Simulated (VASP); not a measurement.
Pd:

```
CELL_PARAMETERS angstrom
0.00000 1.90676 1.90676
1.90676 0.00000 1.90676
1.90676 1.90676 0.00000
ATOMIC_POSITIONS crystal
Pd 0.00000 0.00000 0.00000
```

Base run:

| Property | Result |
| --- | --- |
| Program | VASP 6.6.1 |
| Functional | revPBE |
| Dispersion | D3(BJ) |
| Potentials or basis | VASP PAW PBE potentials, release 64 (Pd) |
| Cutoff | 520 eV |
| k mesh | 12 × 12 × 12 |
| Occupations | fermi-dirac, width 0.05 eV |
| Spin | no spin polarisation |

Its results: band gap on the k mesh zero (band 5 reaches 11.25 eV, above the bottom of band 6 at 9.49 eV); pressure 8.5 GPa.

**Question.** The run is repeated on the same cell with these changes: functional from revPBE to PBEsol. What comes out?

**Answer.** Band gap on the k mesh zero (band 5 reaches 11.03 eV, above the bottom of band 6 at 9.27 eV); pressure 2.8 GPa.

PBEsol binds more tightly than revPBE, so the same cell stands under less pressure.

Caveats: the PAW data sets were made with another functional, which shifts forces and pressure a little; pairwise dispersion overbinds metals, which lowers pressure and volume.
